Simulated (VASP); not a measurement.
Input of a VASP 6.6.1 run:

POSCAR

```
ZnO2
1.0
    4.9573270000      0.0000000000      0.0000000000
    0.0000000000      4.9573270000      0.0000000000
    0.0000000000      0.0000000000      4.9573270000
Zn O
4 8
Direct
    0.0000000000      0.5000000000      0.5000000000
    0.5000000000      0.5000000000      0.0000000000
    0.5000000000      0.0000000000      0.5000000000
    0.0000000000      0.0000000000      0.0000000000
    0.4125830000      0.0874170000      0.9125830000
    0.0874170000      0.9125830000      0.4125830000
    0.9125830000      0.4125830000      0.0874170000
    0.5874170000      0.5874170000      0.5874170000
    0.4125830000      0.4125830000      0.4125830000
    0.0874170000      0.5874170000      0.9125830000
    0.9125830000      0.0874170000      0.5874170000
    0.5874170000      0.9125830000      0.0874170000
```

File INCAR.step1:

```
SYSTEM = ZnO2
PREC = Accurate
ENCUT = 600
ISMEAR = 0
SIGMA = 0.1
LREAL = .FALSE.
LASPH = .TRUE.
NELM = 100
GGA = PE
ALGO = Normal
EDIFF = 1E-4
LWAVE = .TRUE.
LCHARG = .FALSE.
```

File INCAR.step2:

```
SYSTEM = ZnO2
PREC = Accurate
ENCUT = 600
EDIFF = 1E-6
ISMEAR = 0
SIGMA = 0.1
LREAL = .FALSE.
LASPH = .TRUE.
NELM = 100
ALGO = Normal
ISIF = 3
LWAVE = .FALSE.
LCHARG = .FALSE.
METAGGA = R2SCAN
LMIXTAU = .TRUE.
IBRION = 2
NSW = 90
EDIFFG = -0.04
ISTART = 1
```

Contents of KPOINTS:

```
Automatic mesh
0
G
  4 4 4
  0 0 0
```

Potentials or basis: VASP PAW PBE potentials, release 64 (Zn, O).

The run is started by

```bash
$ cat potpaw_PBE.64/Zn/POTCAR potpaw_PBE.64/O/POTCAR > POTCAR
$ cp INCAR.step1 INCAR
$ mpirun -np 1 vasp_std > vasp.out
$ cp INCAR.step2 INCAR
$ mpirun -np 1 vasp_std > vasp.out
```

(1) What does it give for the band gap on the k mesh?

(2) Predict the relaxed cell.

(3) Predict the space group after relaxing (to 0.1 Å).

(4) Predict the relaxed volume.

## Answers

(1) 2.84 eV (least direct gap 2.96 eV).

(2) a = 4.878 Å, b = 4.878 Å, c = 4.878 Å, α = 90.00°, β = 90.00°, γ = 90.00°.

(3) Pa-3 (No. 205).

(4) 9.67 Å³/atom.

Caveat: the PAW data sets were made with another functional, which shifts forces and pressure a little.
